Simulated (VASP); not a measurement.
# Cs3Cd4Te4 (I-43m) in VASP: notebook

Cs3Cd4Te4 is run at these levels: PBE; tasks: single point.

Program: VASP 6.6.1. These are calculated values, not measurements. Logs are shortened: lines on timing, memory, paths and dates and some standing lists are left out, and cuts for length are marked.

## Step 1: The cell of the first run

It takes space group I-43m (No. 217, cubic). The conventional cell has a = 8.804 Å, b = 8.804 Å, c = 8.804 Å, α = 90.00°, β = 90.00°, γ = 90.00°. Cs (site symmetry -42m) has 8 Cd at 3.60 to 4.47 Å and 8 Te at 3.60 to 4.47 Å and 4 Cs at 4.40 Å within 4.7 Å. Within 3.7 Å of Cd (site symmetry 3m) lie 4 Te at 2.79 Å and 3 Cs at 3.60 Å. Within 3.7 Å of Te (site symmetry 3m) lie 4 Cd at 2.79 Å and 3 Cs at 3.60 Å.

The cell was built from a structure type or drawn by symmetry, and may not be a known phase.

## Step 2: Single point, PBE

File INCAR:

```
SYSTEM = Cs3Cd4Te4
PREC     = Accurate       ! precision mode
ENCUT    = 520            ! plane-wave cutoff, eV
EDIFF    = 1E-6           ! SCF threshold, eV
ISMEAR   = 0              ! smearing method
SIGMA    = 0.1            ! smearing width, eV
LREAL    = .FALSE.        ! projectors in reciprocal space
LASPH    = .TRUE.         ! aspherical terms in the spheres
NELM     = 60             ! most SCF steps
ALGO     = Fast           ! electronic algorithm
ISIF     = 2              ! what is computed and relaxed
LWAVE    = .FALSE.        ! write WAVECAR
LCHARG   = .TRUE.         ! write CHGCAR
GGA      = PE             ! functional
LELF     = .TRUE.         ! ELF
LVHAR    = .TRUE.       
NBANDS   = 60             ! bands
```

File KPOINTS:

```
Automatic mesh
0
G
  4 4 4
  0 0 0
```

File POSCAR:

```
Cs3Cd4Te4
1.0
   -4.4019301200      4.4019301200      4.4019301200
    4.4019301200     -4.4019301200      4.4019301200
    4.4019301200      4.4019301200     -4.4019301200
Cs Cd Te
3 4 4
Direct
    0.0000000000      0.5000000000      0.5000000000
    0.5000000000      0.0000000000      0.5000000000
    0.5000000000      0.5000000000      0.0000000000
    0.3171980400      0.3171980400      0.3171980400
    0.0000000000      0.0000000000      0.6828019600
    0.0000000000      0.6828019600      0.0000000000
    0.6828019600      0.0000000000      0.0000000000
    0.6828019600      0.6828019600      0.6828019600
    0.0000000000      0.0000000000      0.3171980400
    0.0000000000      0.3171980400      0.0000000000
    0.3171980400      0.0000000000      0.0000000000
```

Potentials or basis: VASP PAW PBE potentials, release 64 (Cs_sv, Cd, Te).

On the command line:

```sh
$ cat potpaw_PBE.64/Cs_sv/POTCAR potpaw_PBE.64/Cd/POTCAR potpaw_PBE.64/Te/POTCAR > POTCAR
$ mpirun -np 1 vasp_std > vasp.out
```

OUTCAR:

```text
SYSTEM = Cs3Cd4Te4
   PREC = Accurate
   ENCUT = 520
   EDIFF = 1E-6
   ISMEAR = 0
   LREAL = .FALSE.
   LASPH = .TRUE.
   NELM = 60
   ISIF = 2
   GGA = PE

 ion  position               nearest neighbor table
   1  0.000  0.500  0.500-
   2  0.500  0.000  0.500-
   3  0.500  0.500  0.000-
   4  0.317  0.317  0.317-   8 2.79   9 2.79  10 2.79  11 2.79
   5  0.000  0.000  0.683-   9 2.79   8 2.79  10 2.79  11 2.79
   6  0.000  0.683  0.000-  10 2.79   9 2.79   8 2.79  11 2.79
   7  0.683  0.000  0.000-  11 2.79   9 2.79  10 2.79   8 2.79
   8  0.683  0.683  0.683-   4 2.79   5 2.79   6 2.79   7 2.79
   9  0.000  0.000  0.317-   5 2.79   4 2.79   6 2.79   7 2.79
  10  0.000  0.317  0.000-   6 2.79   5 2.79   4 2.79   7 2.79
  11  0.317  0.000  0.000-   7 2.79   5 2.79   6 2.79   4 2.79

  LATTYP: Found a body centered cubic cell.
 ALAT       =     8.8038602400

  Lattice vectors:

 A1 = (  -4.4019301200,   4.4019301200,   4.4019301200)
 A2 = (   4.4019301200,  -4.4019301200,   4.4019301200)
 A3 = (   4.4019301200,   4.4019301200,  -4.4019301200)

Analysis of symmetry for initial positions (statically):
=====================================================================
 Subroutine PRICEL returns:
 Original cell was already a primitive cell.

 Routine SETGRP: Setting up the symmetry group for a
 body centered cubic supercell.

 Subroutine GETGRP returns: Found 24 space group operations
 (whereof 24 operations were pure point group operations)
 out of a pool of 48 trial point group operations.

The static configuration has the point symmetry T_d .

Analysis of symmetry for dynamics (positions and initial velocities):
=====================================================================
 Subroutine PRICEL returns:
 Original cell was already a primitive cell.

 Routine SETGRP: Setting up the symmetry group for a
 body centered cubic supercell.

 Subroutine GETGRP returns: Found 24 space group operations
 (whereof 24 operations were pure point group operations)
 out of a pool of 48 trial point group operations.

The dynamic configuration has the point symmetry T_d .

 Subroutine INISYM returns: Found 24 space group operations
 (whereof 24 operations are pure point group operations),
 and found     1 'primitive' translations

[... 103 lines left out ...]
   POTIM  = 0.5000    time-step for ionic-motion
   TEBEG  =    0.0;   TEEND  =   0.0 temperature during run
   PSTRESS=    0.0 pullay stress
   NELECT =      99.0000    total number of electrons
   NUPDOWN=      -1.0000    fix difference up-down
   EMIN   =  10.00;   EMAX   =-10.00  energy-range for DOS
   EFERMI =   0.00;   METHOD = LEGACY
   ISMEAR =     0;   SIGMA  =   0.10  broadening in eV -4-tet -1-fermi 0-gaus
   EFERMI_NEDOS =   21; number of points for ismear=-14 and -15
   IALGO  =     68    algorithm
   IMIX   =      4    mixing-type and parameters
     AMIX     =   0.40;   BMIX     =  1.00
     AMIX_MAG =   1.60;   BMIX_MAG =  1.00
  volume/ion in A,a.u.               =      31.02       209.31
  Fermi-wavevector in a.u.,A,eV,Ry     =   1.083819  2.048121 15.982268  1.174664
  Thomas-Fermi vector in A             =   2.219894
   LORBIT       =      0    0 simple, 1 ext, 2 COOP (PROOUT), +10 PAW based schemes
   GGA     = PE    functional components
   LHFCALC =     F    Hartree Fock is set to
   AEXX    =    0.0000 exact exchange contribution
   IVDW    =     0    specifies the selected vdW correction
   LEPSILON=     F    determine dielectric tensor
   LRPA    =     F    only Hartree local field effects (RPA)
 non-spin polarized calculation
 RMM-DIIS sequential band-by-band and
 Gauss-broadening in eV      SIGMA  =   0.10
  energy-cutoff  :      520.00
  volume of cell :      341.18
 maximum number of plane-waves:      9201
 NGX is ok and might be reduce to    60
   NGX = 29   NGY = 29   NGZ = 29

 number of electron      98.9999990 magnetization

 Free energy of the ion-electron system (eV)
  ---------------------------------------------------
  ext. energy  EPLUGINS =         0.00000000
  ---------------------------------------------------
  free energy    TOTEN  =       -19.93136444 eV

  energy without entropy =      -19.87793410  energy(sigma->0) =      -19.90464927

 E-fermi :   5.6273     XC(G=0):  -9.3672

 val. band max:        5.6119137725   @ k =   0.2500   0.2500   0.0000
 cond. band min:       5.6314220520   @ k =   0.5000   0.0000   0.0000
 fundamental gap:      0.0195082796
 Fermi energy:         5.6273360115

 k-point     1 :       0.0000    0.0000    0.0000
  band No.  band energies     occupation
      1     -17.9306      2.00000
      2     -17.8719      2.00000
      3     -17.8719      2.00000
      4      -7.9546      2.00000
      5      -7.3365      2.00000
      6      -7.3365      2.00000
[... 493 lines left out ...]
     59       7.7312      0.00000
     60       7.7312      0.00000

------------------------ aborting loop because EDIFF is reached ----------------------------------------

  FORCE on cell =-STRESS in cart. coord.  units (eV):
  Direction    XX          YY          ZZ          XY          YZ          ZX
  --------------------------------------------------------------------------------------
  -------------------------------------------------------------------------------------
  Total       24.5494497     24.5494497     24.5494497     -0.0000000      0.0000000     -0.0000000
  in kB      115.2823764    115.2823764    115.2823764     -0.0000000      0.0000000     -0.0000000
  external PRESSURE =     115.2823764 kB  Pullay stress =       0.0000000 kB

 VOLUME and BASIS-vectors are now :
 -----------------------------------------------------------------------------
  energy-cutoff  :      520.00
  volume of cell :      341.18
      direct lattice vectors                 reciprocal lattice vectors
    -4.401930120  4.401930120  4.401930120     0.000000000  0.113586537  0.113586537
     4.401930120 -4.401930120  4.401930120     0.113586537  0.000000000  0.113586537
     4.401930120  4.401930120 -4.401930120     0.113586537  0.113586537  0.000000000

 POSITION                                       TOTAL-FORCE (eV/Angst)
 -----------------------------------------------------------------------------------
      4.40193      0.00000      0.00000        -0.000000      0.000000      0.000000
      0.00000      4.40193      0.00000        -0.000000      0.000000      0.000000
      0.00000      0.00000      4.40193        -0.000000      0.000000      0.000000
      1.39628      1.39628      1.39628         0.468039      0.468039      0.468039
      3.00565      3.00565     -3.00565        -0.468039     -0.468039      0.468039
      3.00565     -3.00565      3.00565        -0.468039      0.468039     -0.468039
     -3.00565      3.00565      3.00565         0.468039     -0.468039     -0.468039
      3.00565      3.00565      3.00565        -0.989755     -0.989755     -0.989755
      1.39628      1.39628     -1.39628         0.989755      0.989755     -0.989755
      1.39628     -1.39628      1.39628         0.989755     -0.989755      0.989755
     -1.39628      1.39628      1.39628        -0.989755      0.989755      0.989755
 -----------------------------------------------------------------------------------
    total drift:                               -0.000003     -0.000003     -0.000003

  FREE ENERGIE OF THE ION-ELECTRON SYSTEM (eV)
  ---------------------------------------------------
  free  energy   TOTEN  =       -19.9313644368 eV

  energy  without entropy=      -19.8779341032  energy(sigma->0) =      -19.90464927
```

Run time: 2.5 min. Hardware: 1 thread of Intel Xeon 6975P-C (Granite Rapids), shared host; peak memory 0.55 GiB.

Results:

| Item | Value |
| --- | --- |
| Free energy | -19.9314 eV |
| Pressure | 11.5 GPa |
| Largest force | 1.714 eV/Å |
| Band gap on the k mesh | zero (an odd number of electrons rules out a gap without spin polarisation) |

Forces on the atoms (eV/Å):
```
Cs   0.000  0.000  0.000
Cs   0.000  0.000  0.000
Cs   0.000  0.000  0.000
Cd   0.468  0.468  0.468
Cd  -0.468 -0.468  0.468
Cd  -0.468  0.468 -0.468
Cd   0.468 -0.468 -0.468
Te  -0.990 -0.990 -0.990
Te   0.990  0.990 -0.990
Te   0.990 -0.990  0.990
Te  -0.990  0.990  0.990
```

Levels at points of the mesh, in eV from the Fermi level:
```
           k point  band 46  band 47  band 48  band 49  band 50  band 51  band 52  band 53
(0.00, 0.00, 0.00)    -2.42    -2.42    -2.42    -1.52     0.68     0.68     0.68     0.96
(0.50, 0.00, 0.00)    -3.64    -3.24    -2.77    -0.39     0.00     0.55     0.56     0.87
(0.50, 0.50, 0.50)    -2.74    -2.74    -2.74    -0.17    -0.17    -0.17    -0.07     0.82
```

Caveat: the cell stands under pressure; spin-orbit coupling is left out, which moves the levels of the heavy elements; forces of over 1 eV/Å act on the atoms, so gaps and moduli don't describe the material at rest.

## Step 3: Single point, PBE

This run uses another cell than the first one, of 38.29 Å³/atom.

File INCAR:

```
ALGO = Fast
EDIFF = 1E-6
ENCUT = 520
GGA = PE
ISIF = 2
ISMEAR = 0
LASPH = T
LCHARG = F
LREAL = F
LWAVE = F
NBANDS = 60
NELM = 60
PREC = Accurate
SIGMA = 0.1
```

File KPOINTS:

```
k-points
0
Gamma
  4 4 4
```

File POSCAR:

```
Cs3Cd4Te4
1.0
   -4.7221252959      4.7221252959      4.7221252959
    4.7221252959     -4.7221252959      4.7221252959
    4.7221252959      4.7221252959     -4.7221252959
Cs Cd Te
3 4 4
Direct
    0.0000000000      0.5000000000      0.5000000000
    0.5000000000      0.0000000000      0.5000000000
    0.5000000000      0.5000000000      0.0000000000
    0.2394242480      0.2394242480      0.2394242480
    0.0000000000      0.0000000000      0.7605757520
    0.0000000000      0.7605757520      0.0000000000
    0.7605757520      0.0000000000      0.0000000000
    0.5960573630      0.5960573630      0.5960573630
    0.0000000000      0.0000000000      0.4039426370
    0.0000000000      0.4039426370      0.0000000000
    0.4039426370      0.0000000000      0.0000000000
```

Potentials or basis: VASP PAW PBE potentials, release 64 (Cs_sv, Cd, Te).

On the command line:

```sh
$ cat potpaw_PBE.64/Cs_sv/POTCAR potpaw_PBE.64/Cd/POTCAR potpaw_PBE.64/Te/POTCAR > POTCAR
$ mpirun -np 1 vasp_std > vasp.out
```

OUTCAR:

```text
EDIFF = 1E-6
   ENCUT = 520
   GGA = PE
   ISIF = 2
   ISMEAR = 0
   LASPH = T
   LREAL = F
   NELM = 60
   PREC = Accurate

 ion  position               nearest neighbor table
   1  0.000  0.500  0.500-
   2  0.500  0.000  0.500-
   3  0.500  0.500  0.000-
   4  0.239  0.239  0.239-   8 2.92   7 3.20   6 3.20   5 3.20   9 3.23  10 3.23  11 3.23
   5  0.000  0.000  0.761-   9 2.92   6 3.20   7 3.20   4 3.20  10 3.23  11 3.23   8 3.23
   6  0.000  0.761  0.000-  10 2.92   4 3.20   7 3.20   5 3.20   9 3.23  11 3.23   8 3.23
   7  0.761  0.000  0.000-  11 2.92   4 3.20   6 3.20   5 3.20  10 3.23   9 3.23   8 3.23
   8  0.596  0.596  0.596-   4 2.92   5 3.23   6 3.23   7 3.23
   9  0.000  0.000  0.404-   5 2.92   4 3.23   6 3.23   7 3.23
  10  0.000  0.404  0.000-   6 2.92   5 3.23   4 3.23   7 3.23
  11  0.404  0.000  0.000-   7 2.92   5 3.23   6 3.23   4 3.23

  LATTYP: Found a body centered cubic cell.
 ALAT       =     9.4442505918

  Lattice vectors:

 A1 = (  -4.7221252959,   4.7221252959,   4.7221252959)
 A2 = (   4.7221252959,  -4.7221252959,   4.7221252959)
 A3 = (   4.7221252959,   4.7221252959,  -4.7221252959)

Analysis of symmetry for initial positions (statically):
=====================================================================
 Subroutine PRICEL returns:
 Original cell was already a primitive cell.

 Routine SETGRP: Setting up the symmetry group for a
 body centered cubic supercell.

 Subroutine GETGRP returns: Found 24 space group operations
 (whereof 24 operations were pure point group operations)
 out of a pool of 48 trial point group operations.

The static configuration has the point symmetry T_d .

Analysis of symmetry for dynamics (positions and initial velocities):
=====================================================================
 Subroutine PRICEL returns:
 Original cell was already a primitive cell.

[... 137 lines left out ...]
   LEPSILON=     F    determine dielectric tensor
   LRPA    =     F    only Hartree local field effects (RPA)
 non-spin polarized calculation
 RMM-DIIS sequential band-by-band and
 Gauss-broadening in eV      SIGMA  =   0.10
  energy-cutoff  :      520.00
  volume of cell :      421.18
 maximum number of plane-waves:     11393
 NGX is ok and might be reduce to    64
   NGX = 31   NGY = 31   NGZ = 31

 number of electron      99.0000009 magnetization

 Free energy of the ion-electron system (eV)
  ---------------------------------------------------
  ext. energy  EPLUGINS =         0.00000000
  ---------------------------------------------------
  free energy    TOTEN  =       -24.46655659 eV

  energy without entropy =      -24.44030490  energy(sigma->0) =      -24.45343075

 E-fermi :   2.9683     XC(G=0):  -8.4391

 val. band max:        2.6703348582   @ k =   0.5000   0.0000   0.0000
 cond. band min:       2.9722969945   @ k =   0.5000   0.5000   0.2500
 fundamental gap:      0.3019621362
 Fermi energy:         2.9682926015

 k-point     1 :       0.0000    0.0000    0.0000
  band No.  band energies     occupation
      1     -19.4717      2.00000
      2     -19.4486      2.00000
      3     -19.4486      2.00000
      4      -8.1910      2.00000
      5      -7.9645      2.00000
      6      -7.9645      2.00000
[... 493 lines left out ...]
     59       6.6057      0.00000
     60       7.0670      0.00000

------------------------ aborting loop because EDIFF is reached ----------------------------------------

  FORCE on cell =-STRESS in cart. coord.  units (eV):
  Direction    XX          YY          ZZ          XY          YZ          ZX
  --------------------------------------------------------------------------------------
  -------------------------------------------------------------------------------------
  Total        0.7679588      0.7679588      0.7679588     -0.0000000     -0.0000000      0.0000000
  in kB        2.9212990      2.9212990      2.9212990     -0.0000000     -0.0000000      0.0000000
  external PRESSURE =       2.9212990 kB  Pullay stress =       0.0000000 kB

 VOLUME and BASIS-vectors are now :
 -----------------------------------------------------------------------------
  energy-cutoff  :      520.00
  volume of cell :      421.18
      direct lattice vectors                 reciprocal lattice vectors
    -4.722125296  4.722125296  4.722125296     0.000000000  0.105884526  0.105884526
     4.722125296 -4.722125296  4.722125296     0.105884526  0.000000000  0.105884526
     4.722125296  4.722125296 -4.722125296     0.105884526  0.105884526  0.000000000

 POSITION                                       TOTAL-FORCE (eV/Angst)
 -----------------------------------------------------------------------------------
      4.72213      0.00000      0.00000         0.000000      0.000000     -0.000000
      0.00000      4.72213      0.00000         0.000000      0.000000     -0.000000
      0.00000      0.00000      4.72213         0.000000      0.000000     -0.000000
      1.13059      1.13059      1.13059         0.030267      0.030267      0.030267
      3.59153      3.59153     -3.59153        -0.030267     -0.030267      0.030267
      3.59153     -3.59153      3.59153        -0.030267      0.030267     -0.030267
     -3.59153      3.59153      3.59153         0.030267     -0.030267     -0.030267
      2.81466      2.81466      2.81466        -0.037437     -0.037437     -0.037437
      1.90747      1.90747     -1.90747         0.037437      0.037437     -0.037437
      1.90747     -1.90747      1.90747         0.037437     -0.037437      0.037437
     -1.90747      1.90747      1.90747        -0.037437      0.037437      0.037437
 -----------------------------------------------------------------------------------
    total drift:                               -0.000004     -0.000004     -0.000005

  FREE ENERGIE OF THE ION-ELECTRON SYSTEM (eV)
  ---------------------------------------------------
  free  energy   TOTEN  =       -24.4665565944 eV

  energy  without entropy=      -24.4403049046  energy(sigma->0) =      -24.45343075
```

stdout:

```text
POSCAR found type information on POSCAR CsCdTe
 POSCAR found :  3 types and      11 ions
 scaLAPACK will be used
 LDA part: xc-table for (Slater+PW92), standard interpolation
 POSCAR, INCAR and KPOINTS ok, starting setup
 FFT: planning ... GRIDC
 FFT: planning ... GRID_SOFT
 FFT: planning ... GRID
 WAVECAR not read
 entering main loop
```

Run time: 2.9 min. Hardware: 1 thread of Intel Xeon 6975P-C (Granite Rapids), shared host; peak memory 0.68 GiB.

What came out:

```yaml
Free_energy: -24.4666 eV
Pressure: 0.3 GPa
Largest_force: 0.065 eV/Å
Band_gap_on_the_k_mesh: zero (an odd number of electrons rules out a gap without spin polarisation)
```

Forces in eV/Å, atoms in the order of the input:
```
Cs   0.000  0.000  0.000
Cs   0.000  0.000  0.000
Cs   0.000  0.000  0.000
Cd   0.030  0.030  0.030
Cd  -0.030 -0.030  0.030
Cd  -0.030  0.030 -0.030
Cd   0.030 -0.030 -0.030
Te  -0.037 -0.037 -0.037
Te   0.037  0.037 -0.037
Te   0.037 -0.037  0.037
Te  -0.037  0.037  0.037
```

Levels at points of the mesh, in eV from the Fermi level:
| k point | band 45 | band 46 | band 47 | band 48 | band 49 | band 50 | band 51 | band 52 | band 53 | band 54 |
| --- | --- | --- | --- | --- | --- | --- | --- | --- | --- | --- |
| (0.00, 0.00, 0.00) | -1.85 | -1.43 | -1.38 | -1.38 | -1.38 | 1.44 | 1.44 | 1.44 | 1.50 | 1.50 |
| (0.50, 0.00, 0.00) | -2.11 | -2.06 | -1.73 | -1.73 | -0.80 | -0.30 | 0.99 | 1.73 | 1.91 | 1.97 |
| (0.50, 0.50, 0.50) | -2.15 | -1.49 | -1.49 | -1.49 | -0.61 | -0.61 | -0.61 | -0.48 | 2.25 | 2.25 |

Caveat: spin-orbit coupling is left out, which moves the levels of the heavy elements.

[end of part 1 of 2]
